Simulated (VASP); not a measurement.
Here is a VASP 6.6.1 calculation.

INCAR

```
ALGO = Normal ; EDIFF = 1E-7
ENCUT = 520 ; GGA = PE
ISIF = 2 ; ISMEAR = 0
LASPH = True ; LCHARG = False
LREAL = False ; LWAVE = False
NBANDS = 28 ; NELM = 80
PREC = Accurate ; SIGMA = 0.1
```

File KPOINTS:

```
k-points
0
Gamma
  4 4 4
```

The input POSCAR:

```
CsBa3
1.0
    0.0000000000      5.2212840000      5.2212840000
    5.2212840000      0.0000000000      5.2212840000
    5.2212840000      5.2212840000      0.0000000000
Cs Ba
1 3
Direct
    0.0000000000      0.0000000000      0.0000000000
    0.2500000000      0.2500000000      0.2500000000
    0.7500000000      0.7500000000      0.7500000000
    0.5000000000      0.5000000000      0.5000000000
```

Potentials or basis: VASP PAW PBE potentials, release 64 (Cs_sv, Ba_sv).

The run is started by

```console
$ cat potpaw_PBE.64/Cs_sv/POTCAR potpaw_PBE.64/Ba_sv/POTCAR > POTCAR
$ mpirun -np 1 vasp_std > vasp.out
```

Q: Estimate the band gap on the k mesh.

A: Zero (an odd number of electrons rules out a gap without spin polarisation).

Q: What does it give for the pressure?

A: 0.1 GPa.

Caveat: spin-orbit coupling is left out, which moves the levels of the heavy elements.
